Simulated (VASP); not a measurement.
Input of a VASP 6.6.1 run:

File INCAR:

```
PREC = Accurate ; ENCUT = 520
EDIFF = 1E-6 ; ISMEAR = 0
SIGMA = 0.1 ; LREAL = F
LASPH = T ; NELM = 150
ALGO = Fast ; ISIF = 2
LWAVE = F ; LCHARG = F
ISPIN = 2 ; MAGMOM = 0 0 0.18 0.18 0.18 0.18
LORBIT = 11 ; LMAXMIX = 4
GGA = PS ; NBANDS = 41
```

The input KPOINTS:

```
regular mesh
0
Gamma
  10 10 10
```

POSCAR

```
HfCo2
1.0
    0.0000000000      3.4185679445      3.4185679445
    3.4185679445      0.0000000000      3.4185679445
    3.4185679445      3.4185679445      0.0000000000
Hf Co
2 4
Direct
    0.5000000000      0.5000000000      0.5000000000
    0.7500000000      0.7500000000      0.7500000000
    0.1250000000      0.1250000000      0.1250000000
    0.6250000000      0.1250000000      0.1250000000
    0.1250000000      0.1250000000      0.6250000000
    0.1250000000      0.6250000000      0.1250000000
```

Potentials or basis: VASP PAW PBE potentials, release 64 (Hf_pv, Co).

The run is started by

```bash
$ cat potpaw_PBE.64/Hf_pv/POTCAR potpaw_PBE.64/Co/POTCAR > POTCAR
$ mpirun -np 1 vasp_std > vasp.out
```

(1) Predict the pressure.

(2) Predict the net moment.

Results:

(1) -7.1 GPa.

(2) 0.00 μB per cell.

Caveat: the cell stands under tension; the PAW data sets were made with another functional, which shifts forces and pressure a little.
